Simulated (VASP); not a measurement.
Sb, 2 atoms in the cell. It takes space group P2_1/m (No. 11, monoclinic). The conventional cell has a = 3.122 Å, b = 4.348 Å, c = 4.406 Å, α = 90.00°, β = 90.51°, γ = 90.00°. Sb (site symmetry m) has 6 Sb at 3.04 to 3.15 Å within 4.0 Å. 

- Program: VASP 6.6.1
- Task: single point
- Functional: PBEsol
- Potentials or basis: VASP PAW PBE potentials, release 64 (Sb)
- Cutoff: 500 eV
- k mesh: 6 × 4 × 4
- Occupations: methfessel-paxton, width 0.1 eV
- Spin: no spin polarisation
- Dipole correction: no
- Further INCAR settings: ALGO = Normal; EDIFF = 1e-06; NBANDS = 12

Potentials or basis: VASP PAW PBE potentials, release 64 (Sb).

Launch:

```sh
$ cat potpaw_PBE.64/Sb/POTCAR > POTCAR
$ mpirun -np 1 vasp_std > vasp.out
```

Hardware: 1 thread of AMD EPYC 9R45 96-Core Processor (Zen 5), with other jobs on the host.

**Question.** How long does it take, and how much memory?

**Answer.** Wall time 9.8 s on 1 thread of AMD EPYC 9R45 96-Core Processor (Zen 5), on a shared host, peak memory 0.14 GiB. Counts: scf iterations 10, k points 42.
